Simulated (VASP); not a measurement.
Input of a VASP 6.6.1 run:

The input POSCAR:

```
Ni
1.0
   -1.3775377809      1.3775377809      1.3775377809
    1.3775377809     -1.3775377809      1.3775377809
    1.3775377809      1.3775377809     -1.3775377809
Ni
1
Direct
    0.0000000000      0.0000000000      0.0000000000
```

File INCAR.step1:

```
PREC = Accurate
ENCUT = 520
EDIFF = 1E-6
ISMEAR = 0
SIGMA = 0.1
LREAL = False
LASPH = True
NELM = 150
ALGO = Fast
ISIF = 2
LWAVE = False
LCHARG = True
ISPIN = 2
MAGMOM = 0.6
LMAXMIX = 4
GGA = PS
NBANDS = 15
```

The input KPOINTS.step1:

```
Automatic mesh
0
Gamma
  22 22 22
```

The input INCAR.step2:

```
PREC = Accurate
ENCUT = 520
EDIFF = 1E-6
ISMEAR = -5
SIGMA = 0.1
LREAL = False
LASPH = True
NELM = 150
ALGO = Fast
ISIF = 2
LWAVE = False
LCHARG = False
ISPIN = 2
MAGMOM = 0.6
LORBIT = 11
LMAXMIX = 4
GGA = PS
NEDOS = 1001
ICHARG = 11
```

Contents of KPOINTS.step2:

```
Automatic mesh
0
Gamma
  33 33 33
```

Potentials or basis: VASP PAW PBE potentials, release 64 (Ni).

Run with:

```console
$ cat potpaw_PBE.64/Ni/POTCAR > POTCAR
$ cp INCAR.step1 INCAR
$ cp KPOINTS.step1 KPOINTS
$ mpirun -np 1 vasp_std > vasp.out
$ cp INCAR.step2 INCAR
$ cp KPOINTS.step2 KPOINTS
$ mpirun -np 1 vasp_std > vasp.out
```

**Question.** Predict the site moments.

**Answer.** Ni +0.53 μB.

**Question.** Predict the net moment.

**Answer.** 0.51 μB per cell.
